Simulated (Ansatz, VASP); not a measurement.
Two plane-wave programs on AlNi

INCAR

```
SYSTEM = AlNi
PREC     = Accurate       ! precision mode
ENCUT    = 520            ! plane-wave cutoff, eV
EDIFF    = 1E-6           ! SCF threshold, eV
ISMEAR   = 0              ! smearing method
SIGMA    = 0.1            ! smearing width, eV
LREAL    = .FALSE.        ! projectors in reciprocal space
LASPH    = .TRUE.         ! aspherical terms in the spheres
NELM     = 100            ! most SCF steps
ALGO     = Fast           ! electronic algorithm
ISIF     = 2              ! what is computed and relaxed
LWAVE    = .FALSE.        ! write WAVECAR
LCHARG   = .TRUE.         ! write CHGCAR
GGA      = PS             ! functional
LELF     = .TRUE.         ! ELF
LVHAR    = .TRUE.       
NBANDS   = 14             ! bands
```

The input KPOINTS:

```
Automatic mesh
0
G
  18 18 18
  0 0 0
```

The input POSCAR:

```
AlNi
1.0
    2.8623511850      0.0000000000      0.0000000000
    0.0000000000      2.8623511850      0.0000000000
    0.0000000000      0.0000000000      2.8194159173
Al Ni
1 1
Direct
    0.5000000000      0.5000000000      0.5000000000
    0.0000000000      0.0000000000      0.0000000000
```

Input for Ansatz:

```yaml
crystal:
  lattice:
    - [2.862351185, 0.0, 0.0]
    - [0.0, 2.862351185, 0.0]
    - [0.0, 0.0, 2.8194159173]
  atoms:
    - { symbol: Al, position: [0.5, 0.5, 0.5] }
    - { symbol: Ni, position: [0.0, 0.0, 0.0] }
basis:
  ecutwfc: 420
kpoints:
  mp_grid: { grid: [18, 18, 18] }
hamiltonian:
  xc: pbesol
scf:
  occupations: { method: gaussian, width: 0.1 }
output:
  forces: true
  stress: true
  eigenvalues: true
```

Change from the starting cell: strain along c alone, the other axes held, atoms relaxed: -1.5 %.

Alike in both runs: task single point; functional PBEsol; k mesh 18 × 18 × 18; occupations gaussian, width 0.1 eV; no spin polarisation.

|  | VASP | Ansatz |
| --- | --- | --- |
| version | VASP 6.6.1 | Ansatz 0.2.0 |
| potentials or method | VASP PAW PBE potentials, release 64 (Al, Ni), cutoff 520 eV | scalar-relativistic, plane waves, PAW |
| valence electrons in the cell | 13 | 21 |

```tsv
	VASP	Ansatz	Ansatz less VASP
gap on the k mesh at the Fermi level (eV)	none	none	-
pressure (GPa)	2.6	2.7	+0.12
traceless stress, the component that is largest in VASP (GPa)	0.82	0.80	-0.017
```

VASP's potentials were made for PBE, not for PBEsol. A gap of «none» marks a metal or a gap that the smearing closes. VASP's potentials hold 13 valence electrons a cell and Ansatz's 21, so a difference there can come from the potentials and not from the codes.
